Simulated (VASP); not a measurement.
Write the native input for VASP 6.6.1 that does the following.

```
Task                   : single point
Functional             : PBE
Potentials or basis    : VASP PAW PBE potentials, release 64 (La, Zr_sv, O)
Cutoff                 : 520 eV
k mesh                 : 6 × 6 × 4
Occupations            : gaussian, width 0.1 eV
Spin                   : no spin polarisation
Dipole correction      : no
Further INCAR settings : ALGO = Normal; EDIFF = 1e-07; NBANDS = 34
```

The structure of La2Zr2O lies in POSCAR:

```
La2Zr2O
1.0
    4.4516734800      0.0000000000      0.0000000000
   -2.2258367400      3.8552623200      0.0000000000
    0.0000000000      0.0000000000      6.2589118700
La Zr O
2 2 1
Direct
    0.3333333300      0.6666666700      0.5000000000
    0.6666666700      0.3333333300      0.5000000000
    0.0000000000      0.0000000000      0.7887362700
    0.0000000000      0.0000000000      0.2112637300
    0.0000000000      0.0000000000      0.5000000000
```

The cell was built from a structure type or drawn by symmetry, and may not be a known phase.

The input as run:

INCAR

```
PREC = Accurate
ENCUT = 520
EDIFF = 1E-7
ISMEAR = 0
SIGMA = 0.1
LREAL = False
LASPH = True
NELM = 60
ALGO = Normal
ISIF = 2
LWAVE = False
LCHARG = False
GGA = PE
NBANDS = 34
```

KPOINTS

```
Automatic mesh
0
Gamma
  6 6 4
```

Potentials or basis: VASP PAW PBE potentials, release 64 (La, Zr_sv, O).

Command:

```sh
$ cat potpaw_PBE.64/La/POTCAR potpaw_PBE.64/Zr_sv/POTCAR potpaw_PBE.64/O/POTCAR > POTCAR
$ mpirun -np 1 vasp_std > vasp.out
```

Results of the run:

| Quantity | Value |
| --- | --- |
| Pressure | 40.9 GPa |
| Largest force | 6.926 eV/Å |
| Band gap on the k mesh | zero (bands 26 and 27 overlap by 0.74 eV) |

Caveat: the cell stands under pressure; spin-orbit coupling is left out, which moves the levels of the heavy elements; forces of over 1 eV/Å act on the atoms, so gaps and moduli don't describe the material at rest.

It took 5 min on 1 thread of Intel Xeon 8259CL, on a shared host, peak memory 0.29 GiB.
